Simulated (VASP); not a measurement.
Here is a VASP 6.6.1 calculation.

File POSCAR:

```
AgCl
1.0
    3.3955880382      0.0000000000      0.0000000000
    0.0000000000      3.3955880382      0.0000000000
    0.0000000000      0.0000000000      3.3955880382
Ag Cl
1 1
Direct
    0.0000000000      0.0000000000      0.0000000000
    0.5000000000      0.5000000000      0.5000000000
```

File INCAR.step1:

```
SYSTEM = AgCl
PREC = Accurate
ENCUT = 520
EDIFF = 1E-5
ISMEAR = 0
SIGMA = 0.01
LREAL = .False.
LASPH = .True.
NELM = 80
ALGO = Normal
ISIF = 2
LWAVE = .True.
LCHARG = .False.
GGA = PE
NBANDS = 16
```

INCAR.step2

```
SYSTEM = AgCl
PREC = Accurate
ENCUT = 520
EDIFF = 1E-6
ISMEAR = 0
SIGMA = 0.01
LREAL = .False.
LASPH = .True.
NELM = 80
ALGO = Normal
ISIF = 2
LWAVE = .False.
LCHARG = .False.
GGA = PE
LHFCALC = .True.
AEXX = 0.75
PRECFOCK = Normal
ISTART = 1
NBANDS = 16
```

Contents of KPOINTS:

```
Automatic mesh
0
Gamma
  4 4 4
  0 0 0
```

Potentials or basis: VASP PAW PBE potentials, release 64 (Ag, Cl).

The run is started by

```bash
$ cat potpaw_PBE.64/Ag/POTCAR potpaw_PBE.64/Cl/POTCAR > POTCAR
$ cp INCAR.step1 INCAR
$ mpirun -np 1 vasp_std > vasp.out
$ cp INCAR.step2 INCAR
$ mpirun -np 1 vasp_std > vasp.out
```

(1) Estimate the band gap on the k mesh.

(2) Estimate the pressure.

Results:

(1) 7.41 eV, indirect (least direct gap 8.96 eV).

(2) -0.3 GPa.

Caveat: the k points lie up to 0.46 Å⁻¹ apart; the PAW data sets were made with another functional, which shifts forces and pressure a little.
